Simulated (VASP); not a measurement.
# BeTe (F-43m) in VASP: further runs

Runs on BeTe. Level: PBEsol. Tasks: single point, relaxation of cell and atoms.

Everything below comes from runs of VASP 6.6.1. Logs are shortened: lines on timing, memory, paths and dates and some standing lists are left out, and cuts for length are marked.

**1. The cell of the first run**

It takes space group F-43m (No. 216, cubic). Conventional cell: a = 5.606 Å, b = 5.606 Å, c = 5.606 Å, α = 90.00°, β = 90.00°, γ = 90.00°. Within 3.2 Å of Be (site symmetry -43m) lie 4 Te at 2.43 Å. Within 3.2 Å of Te (site symmetry -43m) lie 4 Be at 2.43 Å.

**2. Single point, PBEsol**

INCAR reads:

```
ALGO = Normal ; EDIFF = 1E-7
ENCUT = 520 ; GGA = PS
ISIF = 2 ; ISMEAR = -1
LASPH = T ; LCHARG = F
LREAL = F ; LWAVE = F
NBANDS = 11 ; NELM = 100
PREC = Accurate ; SIGMA = 0.1
```

KPOINTS reads:

```
k-points
0
Gamma
  10 10 10
```

POSCAR reads:

```
BeTe
1.0
    0.0000000000      2.8027857658      2.8027857658
    2.8027857658      0.0000000000      2.8027857658
    2.8027857658      2.8027857658      0.0000000000
Be Te
1 1
Direct
    0.0000000000      0.0000000000      0.0000000000
    0.7500000000      0.7500000000      0.7500000000
```

Potentials or basis: VASP PAW PBE potentials, release 64 (Be, Te).

Launch:

```
$ cat potpaw_PBE.64/Be/POTCAR potpaw_PBE.64/Te/POTCAR > POTCAR
$ mpirun -np 1 vasp_std > vasp.out
```

OUTCAR:

```text
EDIFF = 1E-7
   ENCUT = 520
   GGA = PS
   ISIF = 2
   ISMEAR = -1
   LASPH = T
   LREAL = F
   NELM = 100
   PREC = Accurate

 ion  position               nearest neighbor table
   1  0.000  0.000  0.000-   2 2.43   2 2.43   2 2.43   2 2.43
   2  0.750  0.750  0.750-   1 2.43   1 2.43   1 2.43   1 2.43

  LATTYP: Found a face centered cubic cell.
 ALAT       =     5.6055715316

  Lattice vectors:

 A1 = (   0.0000000000,   2.8027857658,   2.8027857658)
 A2 = (   2.8027857658,   0.0000000000,   2.8027857658)
 A3 = (   2.8027857658,   2.8027857658,   0.0000000000)

Analysis of symmetry for initial positions (statically):
=====================================================================
 Subroutine PRICEL returns:
 Original cell was already a primitive cell.

 Routine SETGRP: Setting up the symmetry group for a
 face centered cubic supercell.

 Subroutine GETGRP returns: Found 24 space group operations
 (whereof 24 operations were pure point group operations)
 out of a pool of 48 trial point group operations.

The static configuration has the point symmetry T_d .

Analysis of symmetry for dynamics (positions and initial velocities):
=====================================================================
 Subroutine PRICEL returns:
 Original cell was already a primitive cell.

 Routine SETGRP: Setting up the symmetry group for a
 face centered cubic supercell.

 Subroutine GETGRP returns: Found 24 space group operations
 (whereof 24 operations were pure point group operations)
 out of a pool of 48 trial point group operations.

The dynamic configuration has the point symmetry T_d .

 Subroutine INISYM returns: Found 24 space group operations
 (whereof 24 operations are pure point group operations),
 and found     1 'primitive' translations

----------------------------------------------------------------------------------------

                                     Primitive cell

  volume of cell :      44.0352

  direct lattice vectors                    reciprocal lattice vectors
     0.000000000  2.802785766  2.802785766    -0.178393942  0.178393942  0.178393942
     2.802785766  0.000000000  2.802785766     0.178393942 -0.178393942  0.178393942
     2.802785766  2.802785766  0.000000000     0.178393942  0.178393942 -0.178393942

  length of vectors
     3.963737642  3.963737642  3.963737642     0.308987370  0.308987370  0.308987370

  position of ions in fractional coordinates (direct lattice)
     0.000000000  0.000000000  0.000000000
     0.750000000  0.750000000  0.750000000

  ion indices of the primitive-cell ions
   primitive index   ion index
                 1           1
                 2           2

----------------------------------------------------------------------------------------

 KPOINTS: k-points

Automatic generation of k-mesh.
 Grid dimensions read from file:
 generate k-points for:   10   10   10

 Generating k-lattice:

  Cartesian coordinates                     Fractional coordinates (reciprocal lattice)
    -0.017839394  0.017839394  0.017839394     0.100000000  0.000000000  0.000000000
     0.017839394 -0.017839394  0.017839394     0.000000000  0.100000000  0.000000000
     0.017839394  0.017839394 -0.017839394     0.000000000  0.000000000  0.100000000

  Length of vectors
     0.030898737  0.030898737  0.030898737

  Shift w.r.t. Gamma in fractional coordinates (k-lattice)
     0.000000000  0.000000000  0.000000000

 Subroutine IBZKPT returns following result:
 ===========================================

 Found     47 irreducible k-points:

 Following reciprocal coordinates:
            Coordinates               Weight
  0.000000  0.000000  0.000000      1.000000
  0.100000  0.000000  0.000000      8.000000
  0.200000  0.000000  0.000000      8.000000
  0.300000  0.000000  0.000000      8.000000
  0.400000  0.000000  0.000000      8.000000
  0.500000  0.000000  0.000000      4.000000
[... 16 lines left out ...]
  0.300000  0.300000  0.000000      6.000000
  0.400000  0.300000  0.000000     24.000000
 [... further k-points ...]
   k-points           NKPTS =     47   k-points in BZ     NKDIM =     47   number of bands    NBANDS=     11
   number of dos      NEDOS =    301   number of ions     NIONS =      2
   total plane-waves  NPLWV =  27000
   dimension x,y,z NGX =    30 NGY =   30 NGZ =   30
   dimension x,y,z NGXF=    60 NGYF=   60 NGZF=   60
   ions per type =               1   1
   NGX,Y,Z   is equivalent  to a cutoff of  12.58, 12.58, 12.58 a.u.
   NGXF,Y,Z  is equivalent  to a cutoff of  25.17, 25.17, 25.17 a.u.
 SYSTEM =  unknown system
   PREC   = accura    normal or accurate (medium, high low for compatibility)
   ISTART =      0    job   : 0-new  1-cont  2-samecut
   ICHARG =      2    charge: 1-file 2-atom 10-const
   ISPIN  =      1    spin polarized calculation?
   LNONCOLLINEAR =      F non collinear calculations
   LSORBIT =      F    spin-orbit coupling
   LASPH  =      T    aspherical Exc in radial PAW
   ENCUT  =  520.0 eV  38.22 Ry    6.18 a.u.   7.37  7.37  7.37*2*pi/ulx,y,z
   NELM   =    100;   NELMIN=  2; NELMDL= -5     # of ELM steps
   EDIFF  = 0.1E-06   stopping-criterion for ELM
   LREAL  =      F    real-space projection
   EDIFFG = 0.1E-05   stopping-criterion for IOM
   NSW    =      0    number of steps for IOM
   IBRION =     -1    ionic relax: 0-MD 1-quasi-New 2-CG
   NFREE  =      0    steps in history (QN), initial steepest desc. (CG)
   ISIF   =      2    stress and relaxation
   ISYM   =      2    0-nonsym 1-usesym 2-fastsym
   POTIM  = 0.5000    time-step for ionic-motion
   TEBEG  =    0.0;   TEEND  =   0.0 temperature during run
   PSTRESS=    0.0 pullay stress
   NELECT =       8.0000    total number of electrons
   NUPDOWN=      -1.0000    fix difference up-down
   EMIN   =  10.00;   EMAX   =-10.00  energy-range for DOS
   EFERMI =   0.00;   METHOD = LEGACY
   ISMEAR =    -1;   SIGMA  =   0.10  broadening in eV -4-tet -1-fermi 0-gaus
   EFERMI_NEDOS =   21; number of points for ismear=-14 and -15
   IALGO  =     38    algorithm
   IMIX   =      4    mixing-type and parameters
     AMIX     =   0.40;   BMIX     =  1.00
     AMIX_MAG =   1.60;   BMIX_MAG =  1.00
  volume/ion in A,a.u.               =      22.02       148.58
  Fermi-wavevector in a.u.,A,eV,Ry     =   0.927196  1.752147 11.696828  0.859693
  Thomas-Fermi vector in A             =   2.053240
   LORBIT       =      0    0 simple, 1 ext, 2 COOP (PROOUT), +10 PAW based schemes
   GGA     = PS    functional components
   LHFCALC =     F    Hartree Fock is set to
   AEXX    =    0.0000 exact exchange contribution
   IVDW    =     0    specifies the selected vdW correction
   LEPSILON=     F    determine dielectric tensor
   LRPA    =     F    only Hartree local field effects (RPA)
 non-spin polarized calculation
  energy-cutoff  :      520.00
  volume of cell :       44.04
 maximum number of plane-waves:      1243
 NGX is ok and might be reduce to    30
   NGX = 15   NGY = 15   NGZ = 15

 number of electron       7.9999999 magnetization

 Free energy of the ion-electron system (eV)
  ---------------------------------------------------
  ext. energy  EPLUGINS =         0.00000000
  ---------------------------------------------------
  free energy    TOTEN  =        -8.21649435 eV

  energy without entropy =       -8.21649067  energy(sigma->0) =       -8.21649251

 E-fermi :   6.0909     XC(G=0):  -9.2573

 val. band max:        5.1617684109   @ k =   0.0000   0.0000   0.0000
 cond. band min:       6.9808938360   @ k =   0.5000   0.5000   0.0000
 fundamental gap:      1.8191254251
 Fermi energy:         6.0908963253

 k-point     1 :       0.0000    0.0000    0.0000
  band No.  band energies     occupation
      1      -7.2647      2.00000
      2       5.1618      1.99982
      3       5.1618      1.99982
      4       5.1618      1.99982
      5       8.7493      0.00000
      6       8.7493      0.00000
      7       8.7493      0.00000
      8       8.9961      0.00000
      9      13.3742      0.00000
     10      15.4332      0.00000
     11      15.4332      0.00000

 k-point     2 :       0.1000    0.0000    0.0000
  band No.  band energies     occupation
      1      -7.1674      2.00000
      2       4.2116      2.00000
      3       4.9985      1.99996
      4       4.9985      1.99996
      5       8.7190      0.00000
      6       8.9873      0.00000
      7       8.9873      0.00000
      8       9.9096      0.00000
      9      13.6630      0.00000
     10      14.6345      0.00000
     11      14.6345      0.00000

 k-point     3 :       0.2000    0.0000    0.0000
  band No.  band energies     occupation
      1      -6.8890      2.00000
      2       2.5671      2.00000
      3       4.6493      2.00000
      4       4.6493      2.00000
      5       8.5530      0.00000
      6       9.4544      0.00000
      7       9.4544      0.00000
      8      11.5071      0.00000
      9      14.0646      0.00000
     10      14.1112      0.00000
     11      14.1112      0.00000

 k-point     4 :       0.3000    0.0000    0.0000
  band No.  band energies     occupation
      1      -6.4809      2.00000
      2       1.0399      2.00000
      3       4.3110      2.00000
      4       4.3110      2.00000
      5       8.3851      0.00000
      6       9.7283      0.00000
      7       9.7283      0.00000
      8      12.6988      0.00000
      9      14.2245      0.00000
     10      14.4394      0.00000
     11      14.4394      0.00000

 k-point     5 :       0.4000    0.0000    0.0000
  band No.  band energies     occupation
      1      -6.0685      2.00000
      2      -0.0766      2.00000
      3       4.0832      2.00000
      4       4.0832      2.00000
      5       8.2724      0.00000
      6       9.7412      0.00000
      7       9.7412      0.00000
      8      12.8776      0.00000
      9      15.2147      0.00000
     10      15.5663      0.00000
     11      15.5663      0.00000
[... 211 lines left out ...]
 k-point    21 :      -0.3000    0.2000    0.0000
  band No.  band energies     occupation
      1      -5.9498      2.00000
      2       0.4934      2.00000
      3       2.1977      2.00000
      4       3.9329      2.00000
      5       8.8736      0.00000
      6      10.5559      0.00000
      7      10.7449      0.00000
      8      12.3713      0.00000
      9      13.7590      0.00000
     10      14.9450      0.00000
     11      17.2667      0.00000

 k-point    22 :      -0.2000    0.2000    0.0000
  band No.  band energies     occupation
      1      -6.3412      2.00000
      2       1.3507      2.00000
      3       2.6363      2.00000
      4       4.3748      2.00000
      5       9.1786      0.00000
      6       9.9708      0.00000
      7      10.5324      0.00000
      8      11.4435      0.00000
      9      13.1870      0.00000
     10      15.4041      0.00000
     11      16.4129      0.00000

 k-point    23 :       0.3000    0.3000    0.0000
  band No.  band energies     occupation
      1      -6.2108      2.00000
      2       1.5301      2.00000
      3       3.0907      2.00000
      4       3.0907      2.00000
      5       7.4553      0.00000
      6       8.9000      0.00000
      7      12.4618      0.00000
      8      12.4618      0.00000
      9      14.6999      0.00000
     10      16.6246      0.00000
     11      16.8456      0.00000

 k-point    24 :       0.4000    0.3000    0.0000
  band No.  band energies     occupation
      1      -5.8815      2.00000
      2       0.8305      2.00000
      3       2.5971      2.00000
      4       2.8770      2.00000
      5       7.5531      0.00000
      6       8.7647      0.00000
      7      12.7524      0.00000
      8      12.9427      0.00000
      9      15.9254      0.00000
     10      17.0261      0.00000
     11      17.4497      0.00000

 [... further k-points ...]

------------------------ aborting loop because EDIFF is reached ----------------------------------------

  FORCE on cell =-STRESS in cart. coord.  units (eV):
  Direction    XX          YY          ZZ          XY          YZ          ZX
  --------------------------------------------------------------------------------------
  -------------------------------------------------------------------------------------
  Total        0.0599519      0.0599519      0.0599519      0.0000000      0.0000000     -0.0000000
  in kB        2.1812924      2.1812924      2.1812924      0.0000000      0.0000000     -0.0000000
  external PRESSURE =       2.1812924 kB  Pullay stress =       0.0000000 kB

 VOLUME and BASIS-vectors are now :
 -----------------------------------------------------------------------------
  energy-cutoff  :      520.00
  volume of cell :       44.04
      direct lattice vectors                 reciprocal lattice vectors
     0.000000000  2.802785766  2.802785766    -0.178393942  0.178393942  0.178393942
     2.802785766  0.000000000  2.802785766     0.178393942 -0.178393942  0.178393942
     2.802785766  2.802785766  0.000000000     0.178393942  0.178393942 -0.178393942

 POSITION                                       TOTAL-FORCE (eV/Angst)
 -----------------------------------------------------------------------------------
      0.00000      0.00000      0.00000         0.000000     -0.000000     -0.000000
      4.20418      4.20418      4.20418        -0.000000      0.000000      0.000000
 -----------------------------------------------------------------------------------
    total drift:                               -0.000000     -0.000000     -0.000000

  FREE ENERGIE OF THE ION-ELECTRON SYSTEM (eV)
  ---------------------------------------------------
  free  energy   TOTEN  =        -8.2164943469 eV

  energy  without entropy=       -8.2164906668  energy(sigma->0) =       -8.21649251
```

Wall time 36 s (1 thread of AMD EPYC 7R13, shared host); peak memory 0.15 GiB.

Results:

```yaml
Free_energy: -8.2165 eV
Pressure: 0.2 GPa
Band_gap_on_the_k_mesh: 1.82 eV, indirect (least direct gap 3.59 eV)
```

Levels at points of the mesh, in eV from the valence-band top:
| k point | band 2 | band 3 | band 4 | band 5 | band 6 | band 7 |
| --- | --- | --- | --- | --- | --- | --- |
| (0.00, 0.00, 0.00) | 0.00 | 0.00 | 0.00 | 3.59 | 3.59 | 3.59 |
| (0.50, 0.00, 0.00) | -5.67 | -1.16 | -1.16 | 3.07 | 4.55 | 4.55 |
| (0.50, 0.50, 0.00) | -5.21 | -2.71 | -2.71 | 1.82 | 2.59 | 9.80 |

Caveat: the PAW data sets were made with another functional, which shifts forces and pressure a little; spin-orbit coupling is left out, which moves the levels of the heavy elements. A k mesh can miss the band edges.

**3. Relaxation of cell and atoms, PBEsol**

This run uses another cell than the first one, of 21.25 Å³/atom, 0.965 times its volume.

INCAR reads:

```
PREC = Accurate ; ENCUT = 600
EDIFF = 1E-6 ; ISMEAR = -1
SIGMA = 0.1 ; LREAL = False
LASPH = True ; NELM = 60
ALGO = Normal ; ISIF = 3
LWAVE = False ; LCHARG = False
GGA = PS ; IBRION = 2
NSW = 100 ; EDIFFG = -0.002
```

KPOINTS reads:

```
Automatic mesh
0
Gamma
  10 10 10
```

POSCAR reads:

```
BeTe
1.0
    0.0000000000      2.7700000000      2.7700000000
    2.7700000000      0.0000000000      2.7700000000
    2.7700000000      2.7700000000      0.0000000000
Be Te
1 1
Direct
    0.0000000000      0.0000000000      0.0000000000
    0.7500000000      0.7500000000      0.7500000000
```

Potentials or basis: VASP PAW PBE potentials, release 64 (Be, Te).

Launch:

```
$ cat potpaw_PBE.64/Be/POTCAR potpaw_PBE.64/Te/POTCAR > POTCAR
$ mpirun -np 1 vasp_std > vasp.out
```

Run time: 59 s. Hardware: 1 thread of AMD EPYC 7R13, shared host; peak memory 0.16 GiB.

The run converged. Its results:

| Quantity | Value |
| --- | --- |
| Free energy | -8.2166 eV |
| Relaxed volume | 22.09 Å³/atom |
| Relaxed cell | a = 3.968 Å, b = 3.968 Å, c = 3.968 Å, α = 60.00°, β = 60.00°, γ = 60.00° |
| Space group after relaxing (to 0.05 Å) | F-43m (No. 216) |
| Energy gained by relaxing | 6.4 meV/atom |
| Ionic steps | 3 |
| Pressure after relaxing | 0.0 GPa |
| Band gap on the k mesh | 1.83 eV, indirect (least direct gap 3.59 eV) |

The path:
```tsv
step	energy change (eV)	largest force (eV/Å)	pressure (GPa)	volume (Å³)
1	0.0000	0.0000	2.53	42.51
2	-0.0121	0.0000	-0.55	44.61
3	-0.0129	0.0000	0.00	44.19
```

Final structure:
```yaml
crystal:
  lattice:
    - [0.00000, 2.80606, 2.80606]
    - [2.80606, 0.00000, 2.80606]
    - [2.80606, 2.80606, 0.00000]
  atoms:
    - { symbol: Be, position: [0.00000, 0.00000, 0.00000] }
    - { symbol: Te, position: [0.75000, 0.75000, 0.75000] }
```

Levels at points of the mesh, in eV from the valence-band top:
```tsv
k point	band 1	band 2	band 3	band 4	band 5	band 6	band 7	band 8
(0.00, 0.00, 0.00)	-12.40	0.00	0.00	0.00	3.59	3.59	3.59	3.81
(0.50, 0.00, 0.00)	-11.03	-5.64	-1.15	-1.15	3.06	4.55	4.55	7.66
(0.50, 0.50, 0.00)	-10.53	-5.19	-2.70	-2.70	1.83	2.60	9.77	9.77
```

Caveat: the PAW data sets were made with another functional, which shifts forces and pressure a little; spin-orbit coupling is left out, which moves the levels of the heavy elements. PBEsol gaps usually lie below the measured ones, often by a third to a half.
